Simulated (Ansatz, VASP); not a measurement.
Mg in VASP and in Ansatz

The input INCAR:

```
SYSTEM = Mg
PREC     = Accurate       ! precision mode
ENCUT    = 520            ! plane-wave cutoff, eV
EDIFF    = 1E-6           ! SCF threshold, eV
ISMEAR   = 0              ! smearing method
SIGMA    = 0.15           ! smearing width, eV
LREAL    = .FALSE.        ! projectors in reciprocal space
LASPH    = .TRUE.         ! aspherical terms in the spheres
NELM     = 60             ! most SCF steps
ALGO     = Normal         ! electronic algorithm
ISIF     = 2              ! what is computed and relaxed
LWAVE    = .FALSE.        ! write WAVECAR
LCHARG   = .TRUE.         ! write CHGCAR
GGA      = PS             ! functional
LELF     = .TRUE.         ! ELF
LVHAR    = .TRUE.       
NBANDS   = 7              ! bands
```

KPOINTS

```
regular mesh
0
G
  18 18 18
  0 0 0
```

Contents of POSCAR:

```
Mg
1.0
   -1.6944000000      1.6944000000      1.7659500000
    1.6944000000     -1.6944000000      1.7659500000
    1.6944000000      1.6944000000     -1.7659500000
Mg
1
Direct
    0.0000000000      0.0000000000      0.0000000000
```

Input for Ansatz:

```yaml
crystal:
  lattice:
    - [-1.6944, 1.6944, 1.76595]
    - [1.6944, -1.6944, 1.76595]
    - [1.6944, 1.6944, -1.76595]
  atoms:
    - { symbol: Mg, position: [0.0, 0.0, 0.0] }
basis:
  ecutwfc: 520.0
kpoints:
  mp_grid: { grid: [18, 18, 18] }
hamiltonian:
  xc: pbesol
scf:
  occupations: { method: gaussian, width: 0.15 }
output:
  forces: true
  stress: true
  eigenvalues: true
  write_density: true
  write_potential: true
  elf: true
  volumetric_format: npy
```

Alike in both runs: task single point; functional PBEsol; k mesh 18 × 18 × 18; occupations gaussian, width 0.15 eV; no spin polarisation.

```csv
,VASP,Ansatz
version,VASP 6.6.1,Ansatz 0.2.0
potentials or method,"VASP PAW PBE potentials, release 64 (Mg), cutoff 520 eV","scalar-relativistic, plane waves, PAW"
valence electrons in the cell,2,10
```

Ansatz gave:

| Quantity | Value |
| --- | --- |
| gap on the k mesh at the Fermi level (eV) | none |
| pressure (GPa) | 4.6 |
| traceless stress, the component that is largest in VASP (GPa) | 0.17 |

Task: What did VASP give for the same quantities?

Result: gap on the k mesh at the Fermi level (eV): none; pressure (GPa): 4.6; traceless stress, the component that is largest in VASP (GPa): 0.18.

VASP's potentials were made for PBE, not for PBEsol. A gap of «none» marks a metal or a gap that the smearing closes. VASP's potentials hold 2 valence electrons a cell and Ansatz's 10, so a difference there can come from the potentials and not from the codes.
